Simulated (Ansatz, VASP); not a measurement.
**Two plane-wave programs on SiO2**

```
CELL_PARAMETERS angstrom
4.98507 0.00000 0.00000
0.00000 4.98507 0.00000
0.00000 0.00000 6.92725
ATOMIC_POSITIONS crystal
Si 0.30175 0.30175 0.00000
Si 0.19825 0.80175 0.25000
Si 0.69825 0.69825 0.50000
Si 0.80175 0.19825 0.75000
O 0.23845 0.10794 0.18082
O 0.39206 0.73845 0.43082
O 0.76155 0.89206 0.68082
O 0.60794 0.26155 0.93082
O 0.73845 0.39206 0.56918
O 0.89206 0.76155 0.31918
O 0.26155 0.60794 0.06918
O 0.10794 0.23845 0.81918
```

Alike in both runs: task single point; functional r2SCAN; k mesh 6 × 6 × 4; occupations fermi-dirac, width 0.02 eV; no spin polarisation.

|  | VASP | Ansatz |
| --- | --- | --- |
| version | VASP 6.6.1 | Ansatz 0.2.0 |
| potentials or method | VASP PAW PBE potentials, release 64 (Si, O), cutoff 520 eV | PAW plane waves |
| valence electrons in the cell | 64 | 64 |

|  | VASP | Ansatz | Ansatz less VASP |
| --- | --- | --- | --- |
| gap on the k mesh at the Fermi level (eV) | 6.34 | 6.34 | +0.004 |
| pressure (GPa) | 0.1 | 0.0 | -0.15 |
| rms of the force components (eV/Å) | 0.010 | 0.001 | -0.0089 |

VASP's potentials were made for PBE, not for r2SCAN. Atom by atom the forces differ by 0.010 eV/Å (rms over components).
